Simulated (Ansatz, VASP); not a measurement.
## InAs in VASP and in Ansatz

```
In As
1.0
     0.00000    3.02400    2.78208
     3.02400    0.00000    2.78208
     3.02400    3.02400    0.00000
In As
1 1
Cartesian
  0.0000 0.0000 0.0000
  4.5360 4.5360 4.1731
```

Change from the starting cell: strain +0.000 along x and y, -0.080 along z, atoms carried along.

Alike in both runs: task single point; functional PBE; k mesh 14 × 14 × 14; occupations gaussian, width 0.15 eV; no spin polarisation.

|  | VASP | Ansatz |
| --- | --- | --- |
| version | VASP 6.6.1 | Ansatz 0.2.0 |
| potentials or method | VASP PAW PBE potentials, release 64 (In_d, As), cutoff 520 eV | scalar-relativistic, plane waves, PAW |
| valence electrons in the cell | 18 | 28 |

```tsv
	VASP	Ansatz	Ansatz less VASP
gap on the k mesh at the Fermi level (eV)	none	none	-
pressure (GPa)	10.4	10.3	-0.10
traceless stress, the component that is largest in VASP (GPa)	1.17	1.18	+0.007
```

A gap of «none» marks a metal or a gap that the smearing closes. VASP's potentials hold 18 valence electrons a cell and Ansatz's 28, so a difference there can come from the potentials and not from the codes.
